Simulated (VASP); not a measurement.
WC: single point with PBEsol

WC:

```
W C
1.0
     2.92608    0.00000    0.00000
    -1.46304    2.53406    0.00000
     0.00000    0.00000    2.70051
W C
1 1
Direct
  0.00000 0.00000 0.00000
  0.66667 0.33333 0.50000
```

This cell differs from its parent crystal: uniaxial strain along c: -4.5 %, then relaxed in part.

| Item | Value |
| --- | --- |
| Program | VASP 6.6.1 |
| Task | single point |
| Functional | PBEsol |
| Potentials or basis | VASP PAW PBE potentials, release 64 (W_sv, C) |
| Cutoff | 520 eV |
| k mesh | 24 × 24 × 18 |
| Occupations | gaussian, width 0.1 eV |
| Spin | no spin polarisation |
| Dipole correction | no |
| Further INCAR settings | ALGO = Normal; EDIFF = 1e-07; NBANDS = 16 |

```
Pressure               : 16.9 GPa
Band gap on the k mesh : zero (bands 9 and 10 overlap by 1.45 eV)
```

Stress tensor (GPa, compression positive):
```
 1.34  0.00  0.00
 0.00  1.34  0.00
 0.00  0.00 48.03
```

Levels at points of the mesh, in eV from the Fermi level:
```
           k point  band 7  band 8  band 9  band 10  band 11  band 12
(0.00, 0.00, 0.00)   -3.95   -3.95    0.66     3.51     3.51     6.05
(0.50, 0.00, 0.00)   -3.85   -3.13   -0.87     2.69     4.34     4.44
(0.00, 0.00, 0.50)   -2.70   -2.70   -0.63    -0.63     4.26     4.26
(0.50, 0.00, 0.50)   -4.97   -4.14    0.43     4.29     5.84     6.92
```

It took 64 s on 1 thread of Intel(R) Xeon(R) Platinum 8488C (Sapphire Rapids), on a shared host, peak memory 0.3 GiB.

Caveat: the cell differs from its parent crystal (uniaxial strain along c: -4.5 %, then relaxed in part); the cell stands under pressure; the PAW data sets were made with another functional, which shifts forces and pressure a little; spin-orbit coupling is left out, which moves the levels of the heavy elements.
